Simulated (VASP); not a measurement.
Write the native input for VASP 6.6.1 that does the following.

```
Task                   : single point
Functional             : PBE
Potentials or basis    : VASP PAW PBE potentials, release 64 (Si, Te, S)
Cutoff                 : 520 eV
k mesh                 : 6 × 6 × 4
Occupations            : gaussian, width 0.1 eV
Spin                   : no spin polarisation
Dipole correction      : no
Further INCAR settings : ALGO = Normal; EDIFF = 1e-07; NBANDS = 25
```

The structure of Si2TeS3 lies in POSCAR:

```
Si2TeS3
1.0
    5.7233880800      0.0000000000      0.0000000000
   -2.8616940400      4.9565994700      0.0000000000
    0.0000000000      0.0000000000      4.6535164400
Si Te S
2 1 3
Direct
    0.3333333300      0.6666666700      0.0000000000
    0.6666666700      0.3333333300      0.0000000000
    0.0000000000      0.0000000000      0.0000000000
    0.5000000000      0.0000000000      0.5000000000
    0.0000000000      0.5000000000      0.5000000000
    0.5000000000      0.5000000000      0.5000000000
```

The cell was generated, and may not be a known phase.

One way to write it, as run:

INCAR

```
PREC     = Accurate       # precision mode
ENCUT    = 520            # plane-wave cutoff, eV
EDIFF    = 1E-7           # SCF threshold, eV
ISMEAR   = 0              # smearing method
SIGMA    = 0.1            # smearing width, eV
LREAL    = F              # projectors in reciprocal space
LASPH    = T              # aspherical terms in the spheres
NELM     = 80             # most SCF steps
ALGO     = Normal         # electronic algorithm
ISIF     = 2              # what is computed and relaxed
LWAVE    = F              # write WAVECAR
LCHARG   = F              # write CHGCAR
GGA      = PE             # functional
NBANDS   = 25             # bands
```

KPOINTS

```
Automatic mesh
0
Gamma
  6 6 4
```

Potentials or basis: VASP PAW PBE potentials, release 64 (Si, Te, S).

Launch:

```console
$ cat potpaw_PBE.64/Si/POTCAR potpaw_PBE.64/Te/POTCAR potpaw_PBE.64/S/POTCAR > POTCAR
$ mpirun -np 1 vasp_std > vasp.out
```

Results of the run:

- Pressure: -6.9 GPa
- Band gap on the k mesh: zero (bands 16 and 17 overlap by 1.33 eV)

Caveat: the cell stands under tension; spin-orbit coupling is left out, which moves the levels of the heavy elements.

It took 120 s on 1 thread of Intel Xeon 8259CL (shared host), peak memory 0.3 GiB.
